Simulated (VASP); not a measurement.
Set up this calculation in VASP 6.6.1, as the native input.

```
Task                   : single point
Functional             : PBE
Potentials or basis    : VASP PAW PBE potentials, release 64 (Hf_pv, C)
Cutoff                 : 520 eV
k mesh                 : 6 × 6 × 6
Occupations            : gaussian, width 0.1 eV
Spin                   : no spin polarisation
Dipole correction      : no
Further INCAR settings : ALGO = Normal; EDIFF = 1e-07; NBANDS = 22
```

The structure of HfC lies in POSCAR:

```
HfC
1.0
    1.6349642729      0.9439470615      5.6143418135
   -1.6349642729      0.9439470615      5.6143418135
    0.0000000000     -1.8878941278      5.6143418127
Hf C
2 2
Direct
   -0.0041543060     -0.0041543060     -0.0041543060
    0.1701542897      0.1701542897      0.1701542897
    0.4155133997      0.4155133997      0.4155133997
    0.5851532866      0.5851532866      0.5851532866
```

These files were run (other wordings do the same):

INCAR

```
SYSTEM = HfC
PREC = Accurate
ENCUT = 520
EDIFF = 1E-7
ISMEAR = 0
SIGMA = 0.1
LREAL = .FALSE.
LASPH = .TRUE.
NELM = 60
ALGO = Normal
ISIF = 2
LWAVE = .FALSE.
LCHARG = .FALSE.
GGA = PE
NBANDS = 22
```

KPOINTS

```
Automatic mesh
0
G
  6 6 6
  0 0 0
```

Potentials or basis: VASP PAW PBE potentials, release 64 (Hf_pv, C).

Command:

```sh
$ cat potpaw_PBE.64/Hf_pv/POTCAR potpaw_PBE.64/C/POTCAR > POTCAR
$ mpirun -np 1 vasp_std > vasp.out
```

It gave:

The pressure is -0.6 GPa, the largest force is 0.040 eV/Å and the band gap on the k mesh is zero (bands 14 and 15 overlap by 0.40 eV).

Caveat: the k points lie up to 0.37 Å⁻¹ apart; spin-orbit coupling is left out, which moves the levels of the heavy elements.

Wall time 2.1 min on 1 thread of Intel(R) Xeon(R) Platinum 8259CL CPU @ 2.50GHz (Skylake/Cascade Lake), on a shared host, peak memory 0.32 GiB.
